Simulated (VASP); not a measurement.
# NbP (CsCl type) (Pm-3m) in VASP: a series of runs

NbP (CsCl type) is run at these levels: PBE; tasks: density of states.

Everything below comes from runs of VASP 6.6.1. Logs are shortened: lines on timing, memory, paths and dates and some standing lists are left out, and cuts for length are marked.

**1. The cell of the first run**

Symmetry: Pm-3m, No. 221, cubic system. Conventional cell: a = 2.291 Å, b = 2.291 Å, c = 2.291 Å, α = 90.00°, β = 90.00°, γ = 90.00°. Nb (site symmetry m-3m) has 8 P at 1.98 Å and 6 Nb at 2.29 Å within 2.6 Å. Within 2.6 Å of P (site symmetry m-3m) lie 8 Nb at 1.98 Å and 6 P at 2.29 Å.

**2. Density of states, PBE (volume scaled by 0.4)**

File POSCAR:

```
NbP
1.0
    2.2914920904      0.0000000000      0.0000000000
    0.0000000000      2.2914920904      0.0000000000
    0.0000000000      0.0000000000      2.2914920904
Nb P
1 1
Direct
    0.0000000000      0.0000000000      0.0000000000
    0.5000000000      0.5000000000      0.5000000000
```

File INCAR.step1:

```
SYSTEM = NbP
ALGO     = Normal         ! electronic algorithm
EDIFF    = 1E-6           ! SCF threshold, eV
ENCUT    = 520            ! plane-wave cutoff, eV
GGA      = PE             ! functional
ISIF     = 2              ! what is computed and relaxed
ISMEAR   = -1             ! smearing method
LASPH    = .TRUE.         ! aspherical terms in the spheres
LCHARG   = .TRUE.         ! write CHGCAR
LMAXMIX  = 4              ! l up to which the mixer works
LREAL    = .FALSE.        ! projectors in reciprocal space
LWAVE    = .FALSE.        ! write WAVECAR
NBANDS   = 16             ! bands
NELM     = 60             ! most SCF steps
PREC     = Accurate       ! precision mode
SIGMA    = 0.1            ! smearing width, eV
```

File KPOINTS.step1:

```
k-points
0
G
  13 13 13
  0 0 0
```

File INCAR.step2:

```
SYSTEM = NbP
ALGO     = Normal         ! electronic algorithm
EDIFF    = 1E-6           ! SCF threshold, eV
ENCUT    = 520            ! plane-wave cutoff, eV
GGA      = PE             ! functional
ICHARG   = 11             ! starting density
ISIF     = 2              ! what is computed and relaxed
ISMEAR   = -5             ! smearing method
LASPH    = .TRUE.         ! aspherical terms in the spheres
LCHARG   = .FALSE.        ! write CHGCAR
LMAXMIX  = 4              ! l up to which the mixer works
LORBIT   = 11             ! projections on sites
LREAL    = .FALSE.        ! projectors in reciprocal space
LWAVE    = .FALSE.        ! write WAVECAR
NEDOS    = 1001           ! points of the DOS
NELM     = 60             ! most SCF steps
PREC     = Accurate       ! precision mode
SIGMA    = 0.1            ! smearing width, eV
```

File KPOINTS.step2:

```
k-points
0
G
  20 20 20
  0 0 0
```

Potentials or basis: VASP PAW PBE potentials, release 64 (Nb_sv, P).

Command:

```sh
> cat potpaw_PBE.64/Nb_sv/POTCAR potpaw_PBE.64/P/POTCAR > POTCAR
> cp INCAR.step1 INCAR
> cp KPOINTS.step1 KPOINTS
> mpirun -np 1 vasp_std > vasp.out
> cp INCAR.step2 INCAR
> cp KPOINTS.step2 KPOINTS
> mpirun -np 1 vasp_std > vasp.out
```

OUTCAR:

```text
SYSTEM = NbP
   EDIFF = 1E-6
   ENCUT = 520
   GGA = PE
   ICHARG = 11
   ISIF = 2
   ISMEAR = -5
   LASPH = .TRUE.
   LORBIT = 11
   LREAL = .FALSE.
   NELM = 60
   PREC = Accurate

 ion  position               nearest neighbor table
   1  0.000  0.000  0.000-   2 1.98   2 1.98   2 1.98   2 1.98   2 1.98   2 1.98   2 1.98   2 1.98

   2  0.500  0.500  0.500-   1 1.98   1 1.98   1 1.98   1 1.98   1 1.98   1 1.98   1 1.98   1 1.98

  LATTYP: Found a simple cubic cell.
 ALAT       =     2.2914920904

  Lattice vectors:

 A1 = (   2.2914920904,   0.0000000000,   0.0000000000)
 A2 = (   0.0000000000,   2.2914920904,   0.0000000000)
 A3 = (   0.0000000000,   0.0000000000,   2.2914920904)

Analysis of symmetry for initial positions (statically):
=====================================================================
 Subroutine PRICEL returns:
 Original cell was already a primitive cell.

 Routine SETGRP: Setting up the symmetry group for a
 simple cubic supercell.

 Subroutine GETGRP returns: Found 48 space group operations
 (whereof 48 operations were pure point group operations)
 out of a pool of 48 trial point group operations.

The static configuration has the point symmetry O_h .

Analysis of symmetry for dynamics (positions and initial velocities):
=====================================================================
 Subroutine PRICEL returns:
 Original cell was already a primitive cell.

 Routine SETGRP: Setting up the symmetry group for a
 simple cubic supercell.

 Subroutine GETGRP returns: Found 48 space group operations
 (whereof 48 operations were pure point group operations)
 out of a pool of 48 trial point group operations.

The dynamic configuration has the point symmetry O_h .

 Subroutine INISYM returns: Found 48 space group operations
 (whereof 48 operations are pure point group operations),
 and found     1 'primitive' translations

----------------------------------------------------------------------------------------

                                     Primitive cell

  volume of cell :      12.0325

  direct lattice vectors                    reciprocal lattice vectors
     2.291492090  0.000000000  0.000000000     0.436396881  0.000000000  0.000000000
     0.000000000  2.291492090  0.000000000     0.000000000  0.436396881  0.000000000
     0.000000000  0.000000000  2.291492090     0.000000000  0.000000000  0.436396881

  length of vectors
     2.291492090  2.291492090  2.291492090     0.436396881  0.436396881  0.436396881

  position of ions in fractional coordinates (direct lattice)
     0.000000000  0.000000000  0.000000000
     0.500000000  0.500000000  0.500000000

  ion indices of the primitive-cell ions
   primitive index   ion index
                 1           1
                 2           2

----------------------------------------------------------------------------------------

 KPOINTS: k-points

Automatic generation of k-mesh.
 Grid dimensions read from file:
 generate k-points for:   20   20   20

 Generating k-lattice:

  Cartesian coordinates                     Fractional coordinates (reciprocal lattice)
     0.021819844  0.000000000  0.000000000     0.050000000  0.000000000  0.000000000
     0.000000000  0.021819844  0.000000000     0.000000000  0.050000000  0.000000000
     0.000000000  0.000000000  0.021819844     0.000000000  0.000000000  0.050000000

  Length of vectors
     0.021819844  0.021819844  0.021819844

  Shift w.r.t. Gamma in fractional coordinates (k-lattice)
     0.000000000  0.000000000  0.000000000

 TETIRR: Found   3982 inequivalent tetrahedra from    48000

 Subroutine IBZKPT returns following result:
 ===========================================

 Found    286 irreducible k-points:

 Following reciprocal coordinates:
            Coordinates               Weight
  0.000000  0.000000  0.000000      1.000000
  0.050000  0.000000  0.000000      6.000000
  0.100000  0.000000  0.000000      6.000000
  0.150000  0.000000  0.000000      6.000000
  0.200000  0.000000  0.000000      6.000000
  0.250000  0.000000  0.000000      6.000000
[... 16 lines left out ...]
  0.150000  0.100000  0.000000     24.000000
  0.200000  0.100000  0.000000     24.000000
 [... further k-points ...]
   k-points           NKPTS =    286   k-points in BZ     NKDIM =    286   number of bands    NBANDS=     13
   number of dos      NEDOS =   1001   number of ions     NIONS =      2
   total plane-waves  NPLWV =   5832
   dimension x,y,z NGX =    18 NGY =   18 NGZ =   18
   dimension x,y,z NGXF=    36 NGYF=   36 NGZF=   36
   ions per type =               1   1
   NGX,Y,Z   is equivalent  to a cutoff of  13.06, 13.06, 13.06 a.u.
   NGXF,Y,Z  is equivalent  to a cutoff of  26.12, 26.12, 26.12 a.u.
 SYSTEM =  NbP
   PREC   = accura    normal or accurate (medium, high low for compatibility)
   ISTART =      0    job   : 0-new  1-cont  2-samecut
   ICHARG =     11    charge: 1-file 2-atom 10-const
   ISPIN  =      1    spin polarized calculation?
   LNONCOLLINEAR =      F non collinear calculations
   LSORBIT =      F    spin-orbit coupling
   LASPH  =      T    aspherical Exc in radial PAW
   ENCUT  =  520.0 eV  38.22 Ry    6.18 a.u.   4.26  4.26  4.26*2*pi/ulx,y,z
   NELM   =     60;   NELMIN=  2; NELMDL=  0     # of ELM steps
   EDIFF  = 0.1E-05   stopping-criterion for ELM
   LREAL  =      F    real-space projection
   EDIFFG = 0.1E-04   stopping-criterion for IOM
   NSW    =      0    number of steps for IOM
   IBRION =     -1    ionic relax: 0-MD 1-quasi-New 2-CG
   NFREE  =      0    steps in history (QN), initial steepest desc. (CG)
   ISIF   =      2    stress and relaxation
   ISYM   =      2    0-nonsym 1-usesym 2-fastsym
   POTIM  = 0.5000    time-step for ionic-motion
   TEBEG  =    0.0;   TEEND  =   0.0 temperature during run
   PSTRESS=    0.0 pullay stress
   NELECT =      18.0000    total number of electrons
   NUPDOWN=      -1.0000    fix difference up-down
   EMIN   =  10.00;   EMAX   =-10.00  energy-range for DOS
   EFERMI =   0.00;   METHOD = LEGACY
   ISMEAR =    -5;   SIGMA  =   0.10  broadening in eV -4-tet -1-fermi 0-gaus
   EFERMI_NEDOS =   21; number of points for ismear=-14 and -15
   IALGO  =     38    algorithm
   IMIX   =      4    mixing-type and parameters
     AMIX     =   0.40;   BMIX     =  1.00
     AMIX_MAG =   1.60;   BMIX_MAG =  1.00
  volume/ion in A,a.u.               =       6.02        40.60
  Fermi-wavevector in a.u.,A,eV,Ry     =   1.872322  3.538176 47.696464  3.505591
  Thomas-Fermi vector in A             =   2.917724
   LORBIT       =     11    0 simple, 1 ext, 2 COOP (PROOUT), +10 PAW based schemes
   GGA     = PE    functional components
   LHFCALC =     F    Hartree Fock is set to
   AEXX    =    0.0000 exact exchange contribution
   IVDW    =     0    specifies the selected vdW correction
   LEPSILON=     F    determine dielectric tensor
   LRPA    =     F    only Hartree local field effects (RPA)
 non-spin polarized calculation
 Fermi weights with tetrahedron method with Bloechl corrections
  energy-cutoff  :      520.00
  volume of cell :       12.03
 maximum number of plane-waves:       341
 NGX is ok and might be reduce to    18

 number of electron      17.9999997 magnetization

 Free energy of the ion-electron system (eV)
  ---------------------------------------------------
  ext. energy  EPLUGINS =         0.00000000
  ---------------------------------------------------
  free energy    TOTEN  =        11.40499770 eV

  energy without entropy =       11.40499770  energy(sigma->0) =       11.40499770

 E-fermi :  31.5208     XC(G=0): -17.5873

 val. band max:       31.6635744192   @ k =   0.1000   0.0500   0.0500
 cond. band min:      31.3726002456   @ k =   0.5000   0.1500   0.1500
 fundamental gap:     -0.2909741736
 Fermi energy:        31.5207594792

 k-point     1 :       0.0000    0.0000    0.0000
  band No.  band energies     occupation
      1     -25.7444      2.00000
      2       1.0249      2.00000
      3       1.0249      2.00000
      4       1.0249      2.00000
      5      13.8562      2.00000
      6      19.9053      2.00000
      7      19.9053      2.00000
      8      35.2841      0.00000
      9      35.2841      0.00000
     10      35.2841      0.00000
     11      35.9981      0.00000
     12      35.9981      0.00000
     13      35.9981      0.00000

 k-point     2 :       0.0500    0.0000    0.0000
  band No.  band energies     occupation
      1     -25.7145      2.00000
      2       0.7670      2.00000
      3       1.0452      2.00000
      4       1.0452      2.00000
      5      14.0350      2.00000
      6      19.9658      2.00000
      7      20.1284      2.00000
      8      34.0928      0.00000
      9      34.0928      0.00000
     10      35.3324      0.00000
     11      35.7922      0.00000
     12      37.1169      0.00000
     13      37.1169      0.00000

 k-point     3 :       0.1000    0.0000    0.0000
  band No.  band energies     occupation
      1     -25.6266      2.00000
      2       0.0671      2.00000
      3       1.1043      2.00000
      4       1.1043      2.00000
      5      14.4988      2.00000
      6      20.1466      2.00000
      7      20.7776      2.00000
      8      32.5973     -0.07183
      9      32.5973     -0.08033
     10      35.2676      0.00000
     11      35.4764      0.00000
     12      38.4023      0.00000
     13      38.4023      0.00000
[... 305 lines left out ...]
 k-point    23 :       0.1500    0.1000    0.0000
  band No.  band energies     occupation
      1     -25.3704      2.00000
      2      -0.8279      2.00000
      3       0.2948      2.00000
      4       1.2774      2.00000
      5      15.7430      2.00000
      6      21.0410      2.00000
      7      22.1184      2.00000
      8      29.4267      2.02706
      9      31.0599      1.91030
     10      33.9645      0.00000
     11      35.3603      0.00000
     12      39.1166      0.00000
     13      41.5676      0.00000

 k-point    24 :       0.2000    0.1000    0.0000
  band No.  band energies     occupation
      1     -25.1888      2.00000
      2      -1.9080      2.00000
      3       0.4278      2.00000
      4       1.3979      2.00000
      5      16.3858      2.00000
      6      21.4096      2.00000
      7      23.0981      2.00000
      8      28.3247      2.00000
      9      29.8463      2.00000
     10      34.1147      0.00000
     11      34.9207      0.00000
     12      39.1135      0.00000
     13      40.5868      0.00000

 [... further k-points ...]
[... 5 lines left out ...]
  --------------------------------------------------------------------------------------
  -------------------------------------------------------------------------------------
  Total       79.5867160     79.5867160     79.5867160     -0.0000000     -0.0000000      0.0000000
  in kB    10597.3207482  10597.3207482  10597.3207482     -0.0000000     -0.0000000      0.0000000
  external PRESSURE =   10597.3207482 kB  Pullay stress =       0.0000000 kB

 VOLUME and BASIS-vectors are now :
 -----------------------------------------------------------------------------
  energy-cutoff  :      520.00
  volume of cell :       12.03
      direct lattice vectors                 reciprocal lattice vectors
     2.291492090  0.000000000  0.000000000     0.436396881  0.000000000  0.000000000
     0.000000000  2.291492090  0.000000000     0.000000000  0.436396881  0.000000000
     0.000000000  0.000000000  2.291492090     0.000000000  0.000000000  0.436396881

 POSITION                                       TOTAL-FORCE (eV/Angst)
 -----------------------------------------------------------------------------------
      0.00000      0.00000      0.00000         0.000000      0.000000      0.000000
      1.14575      1.14575      1.14575         0.000000      0.000000      0.000000
 -----------------------------------------------------------------------------------
    total drift:                               -0.000000     -0.000000     -0.000000

  FREE ENERGIE OF THE ION-ELECTRON SYSTEM (eV)
  ---------------------------------------------------
  free  energy   TOTEN  =        11.4049977049 eV

  energy  without entropy=       11.4049977049  energy(sigma->0) =       11.40499770

 total charge

# of ion       s       p       d       tot
------------------------------------------
    1        2.454   6.378   5.554  14.386
    2        1.220   2.186   0.000   3.406
--------------------------------------------------
tot          3.674   8.564   5.554  17.793
```

It took 36 s on 1 thread of AMD EPYC 7R13 (Zen 3), shared host; peak memory 0.13 GiB.

What came out:

```yaml
Valence_electrons_inside_the_program's_atomic_spheres: Nb 14.39; P 3.41
```

Levels at points of the mesh, in eV from the Fermi level:
```
           k point  band 5  band 6  band 7  band 8  band 9  band 10  band 11  band 12  band 13
(0.00, 0.00, 0.00)  -17.66  -11.62  -11.62    3.76    3.76     3.76     4.48     4.48     4.48
(0.50, 0.00, 0.00)  -12.13   -8.61   -7.59   -6.05   -6.05    -0.77     6.49    11.21    12.56
(0.50, 0.50, 0.00)  -19.30   -6.16   -3.63   -3.63   -3.37    -3.37     4.63    11.30    11.89
(0.50, 0.50, 0.50)  -16.10  -16.10  -16.10   -7.02   12.59    12.59    12.59    12.73    12.73
```

Caveat: the cell differs from its parent crystal (volume scaled by 0.4); tetrahedron occupations give inexact forces and stress in metals.

**3. Density of states, PBE**

This run uses another cell than the first one, of 15.04 Å³/atom, 2.500 times its volume.

File POSCAR:

```
NbP
1.0
    3.1100332492      0.0000000000      0.0000000000
    0.0000000000      3.1100332492      0.0000000000
    0.0000000000      0.0000000000      3.1100332492
Nb P
1 1
Direct
    0.0000000000      0.0000000000      0.0000000000
    0.5000000000      0.5000000000      0.5000000000
```

File INCAR.step1:

```
PREC = Accurate
ENCUT = 520
EDIFF = 1E-6
ISMEAR = -1
SIGMA = 0.1
LREAL = F
LASPH = T
NELM = 60
ALGO = Normal
ISIF = 2
LWAVE = F
LCHARG = T
LMAXMIX = 4
GGA = PE
NBANDS = 16
```

File KPOINTS.step1:

```
Automatic mesh
0
Gamma
  13 13 13
```

File INCAR.step2:

```
PREC = Accurate
ENCUT = 520
EDIFF = 1E-6
ISMEAR = -5
SIGMA = 0.1
LREAL = F
LASPH = T
NELM = 60
ALGO = Normal
ISIF = 2
LWAVE = F
LCHARG = F
LMAXMIX = 4
GGA = PE
LORBIT = 11
NEDOS = 2001
ICHARG = 11
```

File KPOINTS.step2:

```
Automatic mesh
0
Gamma
  20 20 20
```

Potentials or basis: VASP PAW PBE potentials, release 64 (Nb_sv, P).

Command:

```sh
> cat potpaw_PBE.64/Nb_sv/POTCAR potpaw_PBE.64/P/POTCAR > POTCAR
> cp INCAR.step1 INCAR
> cp KPOINTS.step1 KPOINTS
> mpirun -np 1 vasp_std > vasp.out
> cp INCAR.step2 INCAR
> cp KPOINTS.step2 KPOINTS
> mpirun -np 1 vasp_std > vasp.out
```

Wall time 48 s (1 thread of Intel Xeon 6975P-C, shared host); peak memory 0.23 GiB.

Results (log left out):

```yaml
Valence_electrons_inside_the_program's_atomic_spheres: Nb 10.65; P 2.51
```

Levels at points of the mesh, in eV from the Fermi level:
```tsv
k point	band 5	band 6	band 7	band 8	band 9	band 10	band 11	band 12	band 13
(0.00, 0.00, 0.00)	-13.56	-3.29	-3.29	0.06	0.06	0.06	1.81	1.81	1.81
(0.50, 0.00, 0.00)	-11.05	-7.59	-2.45	-2.45	-2.09	2.33	3.52	4.88	6.40
(0.50, 0.50, 0.00)	-10.96	-4.55	-4.55	-2.73	-0.22	-0.22	1.63	2.44	3.81
(0.50, 0.50, 0.50)	-8.23	-6.55	-6.55	-6.55	3.57	3.57	3.57	3.95	3.95
```

Caveat: tetrahedron occupations give inexact forces and stress in metals.

(Part 1 of 2 ends here.)
